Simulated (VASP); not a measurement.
Here is a VASP 6.6.1 calculation.

File INCAR:

```
SYSTEM = AlCo
PREC = Accurate
ENCUT = 600
EDIFF = 1E-6
ISMEAR = -1
SIGMA = 0.05
LREAL = .FALSE.
LASPH = .TRUE.
NELM = 100
ALGO = Normal
ISIF = 3
LWAVE = .FALSE.
LCHARG = .FALSE.
GGA = PE
IBRION = 2
NSW = 60
EDIFFG = -0.005
PSTRESS = 1500.0
```

File KPOINTS:

```
regular mesh
0
G
  16 16 16
  0 0 0
```

Contents of POSCAR:

```
AlCo
1.0
    2.5481666671      0.0000000000      0.0000000000
    0.0000000000      2.5481666671      0.0000000000
    0.0000000000      0.0000000000      2.5481666671
Co Al
1 1
Direct
    0.0000000000      0.0000000000      0.0000000000
    0.5000000000      0.5000000000      0.5000000000
```

Potentials or basis: VASP PAW PBE potentials, release 64 (Co, Al).

Launch:

```console
$ cat potpaw_PBE.64/Co/POTCAR potpaw_PBE.64/Al/POTCAR > POTCAR
$ mpirun -np 1 vasp_std > vasp.out
```

(1) What does it give for the relaxed volume?

(2) What does it give for the band gap on the k mesh?

Results:

(1) 7.96 Å³/atom.

(2) zero (band 6 reaches 19.04 eV, above the bottom of band 7 at 16.22 eV).

Caveat: the cell is relaxed towards a set pressure, so the enthalpy falls and the energy may rise.
